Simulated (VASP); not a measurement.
Runs of VASP 6.6.1 on SrO. The structure is that of space group P6_3/mmc (No. 194), or close to it. The cells are those of the table. 

```tsv
task	cell	cutoff (eV)	gap on the mesh (eV)	pressure (GPa)
single point	a = 3.537, b = 3.537, c = 6.213 Å, angles 90.0, 90.0, 120.0°, 4 atoms	520	3.33	0.7
single point	a = 3.486, b = 3.486, c = 6.138 Å, angles 90.0, 90.0, 120.0°, 4 atoms	520	3.40	4.9
relaxation of shape and atoms at fixed volume	relaxed from a = 3.560, b = 3.560, c = 6.254 Å, angles 90.0, 90.0, 120.0°, 4 atoms	600	3.29	-1.1
single point	a = 3.585, b = 3.585, c = 6.287 Å, angles 90.0, 90.0, 120.0°, 4 atoms	520	3.24	(b)
relaxation of shape and atoms at fixed volume	relaxed from a = 3.584, b = 3.584, c = 6.291 Å, angles 90.0, 90.0, 120.0°, 4 atoms	600	(a)	-2.7
single point	a = 3.512, b = 3.512, c = 6.176 Å, angles 90.0, 90.0, 120.0°, 4 atoms	520	3.37	2.7
single point	a = 3.537, b = 3.537, c = 6.213 Å, angles 89.7, 90.6, 120.0°, 4 atoms	520	3.33	0.7
single point	a = 3.561, b = 3.561, c = 6.250 Å, angles 90.0, 90.0, 120.0°, 4 atoms	520	3.29	-1.1
```

Alike in all rows: level PBEsol; potentials or basis VASP PAW PBE potentials, release 64 (Sr_sv, O); no spin polarisation; k mesh 10 × 10 × 6; smearing gaussian 0.05 eV.

Question: Estimate the missing entries.

Answer: (a) 3.23; (b) -2.6.

Caveats: the PAW data sets were made with another functional, which shifts forces and pressure a little; the relaxation stopped at its first step, so nothing moved (some runs).

A k mesh can miss the band edges, and the runs leave out spin-orbit coupling on Sr.
